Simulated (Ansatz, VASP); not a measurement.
## One calculation of BH3, two programs

File INCAR:

```
SYSTEM = BH3
  PREC = Accurate
  ENCUT = 420
  EDIFF = 1E-6
  ISMEAR = 0
  SIGMA = 0.1
  LREAL = .FALSE.
  LASPH = .TRUE.
  NELM = 120
  ALGO = Normal
  ISIF = 2
  LWAVE = .FALSE.
  LCHARG = .FALSE.
  LDIPOL = .TRUE.
  IDIPOL = 3
  DIPOL = 0.5 0.5 0.620
  GGA = PE
  IVDW = 12
  NBANDS = 11
  GGA_COMPAT = .FALSE.
  NELMDL = -8
```

File KPOINTS:

```
regular mesh
0
G
  4 4 1
  0 0 0
```

POSCAR

```
BH3
1.0
    5.5557316929      0.0000000000      0.0000000000
    0.0000000000      5.5557316929      0.0000000000
    0.0000000000      0.0000000000     24.5333433317
B H
1 3
Direct
    0.7432299402      0.7499589050      0.6105625461
    0.4963107090      1.2497637316      0.6108596291
    1.1643539744      0.7486303264      0.5977573683
    0.7482372473      0.7502105895      0.6597536344
```

Input for Ansatz:

```yaml
crystal:
  lattice:
    - [5.5557316929, 0.0, 0.0]
    - [0.0, 5.5557316929, 0.0]
    - [0.0, 0.0, 24.5333433317]
  atoms:
    - { symbol: B, position: [0.7432299402, 0.749958905, 0.6105625461] }
    - { symbol: H, position: [0.496310709, 1.2497637316, 0.6108596291] }
    - { symbol: H, position: [1.1643539744, 0.7486303264, 0.5977573683] }
    - { symbol: H, position: [0.7482372473, 0.7502105895, 0.6597536344] }
basis:
  ecutwfc: 420
kpoints:
  mp_grid: { grid: [4, 4, 1] }
hamiltonian:
  xc: pbe
  dispersion: d3bj
scf:
  occupations: { method: gaussian, width: 0.1 }
output:
  forces: true
  eigenvalues: true
  write_density: true
  volumetric_format: npy
efield:
  axis: 3
  dipole_correction: true
  ramp_width: 0.04
```

Alike in both runs: task single point; functional PBE; dispersion D3(BJ); k mesh 4 × 4 × 1; occupations gaussian, width 0.1 eV; no spin polarisation.

```csv
,VASP,Ansatz
version,VASP 6.6.1,Ansatz 0.2.0
potentials or method,"VASP PAW PBE potentials, release 64 (B, H), cutoff 420 eV","scalar-relativistic, plane waves, PAW"
valence electrons in the cell,6,6
```

Ansatz gave:

```
gap on the k mesh at the Fermi level (eV) : none
rms of the force components (eV/Å)        : 0.680
```

**Question.** What did VASP give for the same quantities?

**Answer.** gap on the k mesh at the Fermi level (eV): none; rms of the force components (eV/Å): 0.679.

Atom by atom the forces differ by 0.006 eV/Å (rms over components). A gap of «none» marks a metal or a gap that the smearing closes.
